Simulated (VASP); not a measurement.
# GdO (F-43m) in VASP: single point with PBEsol

Aim: the single point of GdO with PBEsol.

All numbers are computed with VASP 6.6.1; they aren't measurements. Logs are shortened: lines on timing, memory, paths and dates and some standing lists are left out, and cuts for length are marked.

## Step 1: The cell of the first run

Symmetry: F-43m, No. 216, cubic system. Conventional cell: a = 5.314 Å, b = 5.314 Å, c = 5.314 Å, α = 90.00°, β = 90.00°, γ = 90.00°. Within 3.0 Å of Gd (site symmetry -43m) lie 4 O at 2.30 Å. O (site symmetry -43m) has 4 Gd at 2.30 Å within 3.0 Å.

## Step 2: Single point, PBEsol, collinear spin, ferromagnetic start

INCAR reads:

```
SYSTEM = GdO
PREC = Accurate
ENCUT = 600
EDIFF = 1E-6
ISMEAR = 0
SIGMA = 0.05
LREAL = .False.
LASPH = .True.
NELM = 200
ALGO = Normal
ISIF = 2
LWAVE = .False.
LCHARG = .False.
ISPIN = 2
MAGMOM = 7.49 0
LORBIT = 11
LMAXMIX = 6
GGA = PS
NBANDS = 23
GGA_COMPAT = .False.
```

KPOINTS reads:

```
regular mesh
0
Gamma
  10 10 10
  0 0 0
```

POSCAR reads:

```
GdO
1.0
    0.0000000000      2.6570433067      2.6570433067
    2.6570433067      0.0000000000      2.6570433067
    2.6570433067      2.6570433067      0.0000000000
Gd O
1 1
Direct
    0.0000000000      0.0000000000      0.0000000000
    0.2500000000      0.2500000000      0.2500000000
```

Potentials or basis: VASP PAW PBE potentials, release 64 (Gd, O).

The run is started by

```bash
cat potpaw_PBE.64/Gd/POTCAR potpaw_PBE.64/O/POTCAR > POTCAR
mpirun -np 1 vasp_std > vasp.out
```

OUTCAR:

```text
SYSTEM = GdO
   PREC = Accurate
   ENCUT = 600
   EDIFF = 1E-6
   ISMEAR = 0
   LREAL = .False.
   LASPH = .True.
   NELM = 200
   ISIF = 2
   ISPIN = 2
   LORBIT = 11
   GGA = PS

 ion  position               nearest neighbor table
   1  0.000  0.000  0.000-   2 2.30   2 2.30   2 2.30   2 2.30
   2  0.250  0.250  0.250-   1 2.30   1 2.30   1 2.30   1 2.30

  LATTYP: Found a face centered cubic cell.
 ALAT       =     5.3140866134

  Lattice vectors:

 A1 = (   0.0000000000,   2.6570433067,   2.6570433067)
 A2 = (   2.6570433067,   0.0000000000,   2.6570433067)
 A3 = (   2.6570433067,   2.6570433067,   0.0000000000)

Analysis of symmetry for initial positions (statically):
=====================================================================
 Subroutine PRICEL returns:
 Original cell was already a primitive cell.

 Routine SETGRP: Setting up the symmetry group for a
 face centered cubic supercell.

 Subroutine GETGRP returns: Found 24 space group operations
 (whereof 24 operations were pure point group operations)
 out of a pool of 48 trial point group operations.

The static configuration has the point symmetry T_d .

Analysis of symmetry for dynamics (positions and initial velocities):
=====================================================================
 Subroutine PRICEL returns:
 Original cell was already a primitive cell.

 Routine SETGRP: Setting up the symmetry group for a
 face centered cubic supercell.

 Subroutine GETGRP returns: Found 24 space group operations
 (whereof 24 operations were pure point group operations)
 out of a pool of 48 trial point group operations.

The dynamic configuration has the point symmetry T_d .

Analysis of structural, dynamic, and magnetic symmetry:
=====================================================================
 Subroutine PRICEL returns:
 Original cell was already a primitive cell.

 Routine SETGRP: Setting up the symmetry group for a
 face centered cubic supercell.

 Subroutine GETGRP returns: Found 24 space group operations
 (whereof 24 operations were pure point group operations)
 out of a pool of 48 trial point group operations.

The overall configuration has the point symmetry T_d .

 Subroutine INISYM returns: Found 24 space group operations
 (whereof 24 operations are pure point group operations),
 and found     1 'primitive' translations

----------------------------------------------------------------------------------------

                                     Primitive cell

  volume of cell :      37.5168

  direct lattice vectors                    reciprocal lattice vectors
     0.000000000  2.657043307  2.657043307    -0.188179093  0.188179093  0.188179093
     2.657043307  0.000000000  2.657043307     0.188179093 -0.188179093  0.188179093
     2.657043307  2.657043307  0.000000000     0.188179093  0.188179093 -0.188179093

  length of vectors
     3.757626680  3.757626680  3.757626680     0.325935750  0.325935750  0.325935750

  position of ions in fractional coordinates (direct lattice)
     0.000000000  0.000000000  0.000000000
     0.250000000  0.250000000  0.250000000

  ion indices of the primitive-cell ions
   primitive index   ion index
                 1           1
                 2           2

----------------------------------------------------------------------------------------

 KPOINTS: regular mesh

Automatic generation of k-mesh.
 Grid dimensions read from file:
 generate k-points for:   10   10   10

 Generating k-lattice:

  Cartesian coordinates                     Fractional coordinates (reciprocal lattice)
    -0.018817909  0.018817909  0.018817909     0.100000000  0.000000000  0.000000000
     0.018817909 -0.018817909  0.018817909     0.000000000  0.100000000  0.000000000
     0.018817909  0.018817909 -0.018817909     0.000000000  0.000000000  0.100000000

  Length of vectors
     0.032593575  0.032593575  0.032593575

  Shift w.r.t. Gamma in fractional coordinates (k-lattice)
     0.000000000  0.000000000  0.000000000

 Subroutine IBZKPT returns following result:
 ===========================================

 Found     47 irreducible k-points:

 Following reciprocal coordinates:
            Coordinates               Weight
  0.000000  0.000000  0.000000      1.000000
  0.100000  0.000000  0.000000      8.000000
  0.200000  0.000000  0.000000      8.000000
  0.300000  0.000000  0.000000      8.000000
  0.400000  0.000000  0.000000      8.000000
  0.500000  0.000000  0.000000      4.000000
[... 16 lines left out ...]
  0.300000  0.300000  0.000000      6.000000
  0.400000  0.300000  0.000000     24.000000
 [... further k-points ...]
   k-points           NKPTS =     47   k-points in BZ     NKDIM =     47   number of bands    NBANDS=     23
   number of dos      NEDOS =    301   number of ions     NIONS =      2
   total plane-waves  NPLWV =  27000
   dimension x,y,z NGX =    30 NGY =   30 NGZ =   30
   dimension x,y,z NGXF=    60 NGYF=   60 NGZF=   60
   ions per type =               1   1
   NGX,Y,Z   is equivalent  to a cutoff of  13.27, 13.27, 13.27 a.u.
   NGXF,Y,Z  is equivalent  to a cutoff of  26.55, 26.55, 26.55 a.u.
 SYSTEM =  GdO
   PREC   = accura    normal or accurate (medium, high low for compatibility)
   ISTART =      0    job   : 0-new  1-cont  2-samecut
   ICHARG =      2    charge: 1-file 2-atom 10-const
   ISPIN  =      2    spin polarized calculation?
   LNONCOLLINEAR =      F non collinear calculations
   LSORBIT =      F    spin-orbit coupling
   LASPH  =      T    aspherical Exc in radial PAW
   ENCUT  =  600.0 eV  44.10 Ry    6.64 a.u.   7.50  7.50  7.50*2*pi/ulx,y,z
   NELM   =    200;   NELMIN=  2; NELMDL= -5     # of ELM steps
   EDIFF  = 0.1E-05   stopping-criterion for ELM
   LREAL  =      F    real-space projection
   EDIFFG = 0.1E-04   stopping-criterion for IOM
   NSW    =      0    number of steps for IOM
   IBRION =     -1    ionic relax: 0-MD 1-quasi-New 2-CG
   NFREE  =      0    steps in history (QN), initial steepest desc. (CG)
   ISIF   =      2    stress and relaxation
   ISYM   =      2    0-nonsym 1-usesym 2-fastsym
   POTIM  = 0.5000    time-step for ionic-motion
   TEBEG  =    0.0;   TEEND  =   0.0 temperature during run
   PSTRESS=    0.0 pullay stress
   NELECT =      24.0000    total number of electrons
   NUPDOWN=      -1.0000    fix difference up-down
   EMIN   =  10.00;   EMAX   =-10.00  energy-range for DOS
   EFERMI =   0.00;   METHOD = LEGACY
   ISMEAR =     0;   SIGMA  =   0.05  broadening in eV -4-tet -1-fermi 0-gaus
   EFERMI_NEDOS =   21; number of points for ismear=-14 and -15
   IALGO  =     38    algorithm
   IMIX   =      4    mixing-type and parameters
     AMIX     =   0.40;   BMIX     =  1.00
     AMIX_MAG =   1.60;   BMIX_MAG =  1.00
  volume/ion in A,a.u.               =      18.76       126.59
  Fermi-wavevector in a.u.,A,eV,Ry     =   1.410598  2.665644 27.072694  1.989787
  Thomas-Fermi vector in A             =   2.532535
   LORBIT       =     11    0 simple, 1 ext, 2 COOP (PROOUT), +10 PAW based schemes
   GGA     = PS    functional components
   LHFCALC =     F    Hartree Fock is set to
   AEXX    =    0.0000 exact exchange contribution
   IVDW    =     0    specifies the selected vdW correction
   LEPSILON=     F    determine dielectric tensor
   LRPA    =     F    only Hartree local field effects (RPA)
 spin polarized calculation
 Gauss-broadening in eV      SIGMA  =   0.05
  energy-cutoff  :      600.00
  volume of cell :       37.52
 maximum number of plane-waves:      1271
   NGX = 15   NGY = 15   NGZ = 15

 number of electron      24.0000011 magnetization       7.5169255

 Free energy of the ion-electron system (eV)
  ---------------------------------------------------
  ext. energy  EPLUGINS =         0.00000000
  ---------------------------------------------------
  free energy    TOTEN  =       -22.71515735 eV

  energy without entropy =      -22.71214824  energy(sigma->0) =      -22.71365279

 E-fermi :   4.3133     XC(G=0): -10.5348

 val. band max:        4.3057088024   @ k =   0.4000   0.2000   0.1000
 cond. band min:       4.3173728288   @ k =   0.3000   0.2000   0.0000
 fundamental gap:      0.0116640264
 Fermi energy:         4.3132766999

 spin component 1

 k-point     1 :       0.0000    0.0000    0.0000
  band No.  band energies     occupation
      1     -41.1261      1.00000
      2     -18.3950      1.00000
      3     -18.3950      1.00000
      4     -18.3950      1.00000
      5     -15.3519      1.00000
      6      -1.9266      1.00000
[... 15 lines left out ...]
     22      15.6645      0.00000
     23      16.0374      0.00000
[... 575 lines left out ...]
      1     -41.0735      1.00000
      2     -19.4286      1.00000
      3     -18.6109      1.00000
      4     -18.5826      1.00000
      5     -14.2978      1.00000
      6      -2.3987      1.00000
[... 15 lines left out ...]
     22      13.7882      0.00000
     23      15.1406      0.00000

 [... further k-points ...]

 spin component 2

 k-point     1 :       0.0000    0.0000    0.0000
  band No.  band energies     occupation
      1     -37.9926      1.00000
      2     -16.0734      1.00000
      3     -16.0734      1.00000
      4     -16.0734      1.00000
      5     -15.3036      1.00000
      6      -1.5884      1.00000
[... 15 lines left out ...]
     22      16.9324      0.00000
     23      16.9630      0.00000
[... 575 lines left out ...]
      1     -37.9226      1.00000
      2     -17.8387      1.00000
      3     -16.3485      1.00000
      4     -16.3120      1.00000
      5     -13.5677      1.00000
      6      -2.0178      1.00000
[... 15 lines left out ...]
     22      14.9364      0.00000
     23      16.2897      0.00000

 [... further k-points ...]

------------------------ aborting loop because EDIFF is reached ----------------------------------------

  FORCE on cell =-STRESS in cart. coord.  units (eV):
  Direction    XX          YY          ZZ          XY          YZ          ZX
  --------------------------------------------------------------------------------------
  -------------------------------------------------------------------------------------
  Total        0.0123561      0.0123561      0.0123561     -0.0000000      0.0000000      0.0000000
  in kB        0.5276747      0.5276747      0.5276747     -0.0000000      0.0000000      0.0000000
  external PRESSURE =       0.5276747 kB  Pullay stress =       0.0000000 kB

 VOLUME and BASIS-vectors are now :
 -----------------------------------------------------------------------------
  energy-cutoff  :      600.00
  volume of cell :       37.52
      direct lattice vectors                 reciprocal lattice vectors
     0.000000000  2.657043307  2.657043307    -0.188179093  0.188179093  0.188179093
     2.657043307  0.000000000  2.657043307     0.188179093 -0.188179093  0.188179093
     2.657043307  2.657043307  0.000000000     0.188179093  0.188179093 -0.188179093

 POSITION                                       TOTAL-FORCE (eV/Angst)
 -----------------------------------------------------------------------------------
      0.00000      0.00000      0.00000        -0.000000     -0.000000      0.000000
      1.32852      1.32852      1.32852         0.000000      0.000000     -0.000000
 -----------------------------------------------------------------------------------
    total drift:                                0.000000      0.000000      0.000000

  FREE ENERGIE OF THE ION-ELECTRON SYSTEM (eV)
  ---------------------------------------------------
  free  energy   TOTEN  =       -22.7151573495 eV

  energy  without entropy=      -22.7121482403  energy(sigma->0) =      -22.71365279

 total charge

# of ion       s       p       d       f       tot
--------------------------------------------------
    1        2.034   5.621   0.505   7.074  15.235
    2        1.563   3.427   0.000   0.000   4.989
--------------------------------------------------
tot          3.597   9.048   0.505   7.074  20.224

 magnetization (x)

# of ion       s       p       d       f       tot
--------------------------------------------------
    1        0.002  -0.046   0.183   6.734   6.873
    2        0.001  -0.031   0.000   0.000  -0.030
--------------------------------------------------
tot          0.003  -0.077   0.183   6.734   6.843
```

It took 5.3 min on 1 thread of Intel Xeon 8259CL, shared host; peak memory 0.25 GiB.

Results:

| Item | Value |
| --- | --- |
| Free energy | -22.7152 eV |
| Pressure | 0.1 GPa |
| Net moment | 7.52 μB per cell |
| Site moments | Gd +6.87; O -0.03 μB |
| Valence electrons inside the program's atomic spheres | Gd 15.23; O 4.99 |

Caveat: the PAW data sets were made with another functional, which shifts forces and pressure a little; spin-orbit coupling is left out, which moves the levels of the heavy elements; a cell with one magnetic atom can't hold antiferromagnetic order, which such compounds often take; semilocal functionals describe open f shells poorly, which spoils levels, moments and volumes. With open d or f shells a metallic result of PBEsol can be an artefact of self-interaction; +U or a hybrid may open a gap.
